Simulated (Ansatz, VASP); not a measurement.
**NiGe: VASP beside Ansatz**

INCAR

```
PREC = Accurate
ENCUT = 520
EDIFF = 1E-6
ISMEAR = 0
SIGMA = 0.15
LREAL = F
LASPH = T
NELM = 60
ALGO = Fast
ISIF = 2
LWAVE = F
LCHARG = F
GGA = PS
NBANDS = 58
```

Contents of KPOINTS:

```
Automatic mesh
0
Gamma
  8 12 8
```

Contents of POSCAR:

```
NiGe
1.0
    5.3107947876      0.0000000000      0.0000000000
    0.0000000000      3.4400167648      0.0000000000
    0.0000000000      0.0000000000      5.7392574988
Ni Ge
4 4
Direct
    1.0071087138      0.7500000000      0.1888713156
    0.0211356462      0.2500000000      0.8111286844
    0.5211356462      0.2500000000      0.6888713156
    0.5071087138      0.7500000000      0.3111286844
    0.8116425502      0.7500000000      0.5883967035
    0.1883574498      0.2500000000      0.4116032965
    0.6883574498      0.2500000000      0.0883967035
    0.3116425502      0.7500000000      0.9116032965
```

Input for Ansatz:

```yaml
crystal:
  lattice:
    - [5.3107947876, 0.0, 0.0]
    - [0.0, 3.4400167648, 0.0]
    - [0.0, 0.0, 5.7392574988]
  atoms:
    - { symbol: Ni, position: [1.0071087138, 0.75, 0.1888713156] }
    - { symbol: Ni, position: [0.0211356462, 0.25, 0.8111286844] }
    - { symbol: Ni, position: [0.5211356462, 0.25, 0.6888713156] }
    - { symbol: Ni, position: [0.5071087138, 0.75, 0.3111286844] }
    - { symbol: Ge, position: [0.8116425502, 0.75, 0.5883967035] }
    - { symbol: Ge, position: [0.1883574498, 0.25, 0.4116032965] }
    - { symbol: Ge, position: [0.6883574498, 0.25, 0.0883967035] }
    - { symbol: Ge, position: [0.3116425502, 0.75, 0.9116032965] }
basis:
  ecutwfc: 420
kpoints:
  mp_grid: { grid: [8, 12, 8] }
hamiltonian:
  xc: pbesol
scf:
  occupations: { method: gaussian, width: 0.15 }
output:
  forces: true
  stress: true
  eigenvalues: true
```

Change from the starting cell: all Ni atoms moved +0.075 Å, as atom 1 along Cartesian [1 0 0].

Alike in both runs: task single point; functional PBEsol; k mesh 8 × 12 × 8; occupations gaussian, width 0.15 eV; no spin polarisation.

|  | VASP | Ansatz |
| --- | --- | --- |
| version | VASP 6.6.1 | Ansatz 0.2.0 |
| potentials or method | VASP PAW PBE potentials, release 64 (Ni, Ge_d), cutoff 520 eV | scalar-relativistic, plane waves, PAW |
| valence electrons in the cell | 96 | 128 |

|  | VASP | Ansatz | Ansatz less VASP |
| --- | --- | --- | --- |
| gap on the k mesh at the Fermi level (eV) | none | none | - |
| pressure (GPa) | 0.6 | 0.4 | -0.18 |
| traceless stress, the component that is largest in VASP (GPa) | 0.12 | 0.19 | +0.074 |
| rms of the force components (eV/Å) | 0.325 | 0.323 | -0.0015 |

VASP's potentials were made for PBE, not for PBEsol. Atom by atom the forces differ by 0.004 eV/Å (rms over components). A gap of «none» marks a metal or a gap that the smearing closes. The functional is the same, so the differences come from potentials, cutoffs and numerics. VASP's potentials hold 96 valence electrons a cell and Ansatz's 128, so a difference there can come from the potentials and not from the codes.
